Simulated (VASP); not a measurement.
Runs of VASP 6.6.1 on Fe. It takes space group Fmmm (No. 69, orthorhombic). The conventional cell has a = 2.997 Å, b = 3.883 Å, c = 3.930 Å, α = 90.00°, β = 90.00°, γ = 90.00°. Fe (site symmetry mmm) has 14 Fe at 2.45 to 3.00 Å within 3.2 Å. 

```csv
fixed moment (μB),pressure (GPa),moment (μB)
2.33,(a),2.33
0.85,(b),0.85
1.74,-12.5,1.74
-,4.5,2.59
```

Alike in all rows: task single point; level r2SCAN; potentials or basis VASP PAW PBE potentials, release 64 (Fe); spin collinear, ferromagnetic start; cell as given; k mesh 14 × 14 × 14; cutoff (eV) 520; smearing fermi-dirac 0.1 eV.

Question: Estimate the missing entries.

Answer: (a) -2.3; (b) -18.8.

Caveats: the PAW data sets were made with another functional, which shifts forces and pressure a little; the total moment is fixed, so each spin has its own Fermi level (at least some runs); the cell stands under tension (at least some runs); the cell stands under pressure (at least some runs).
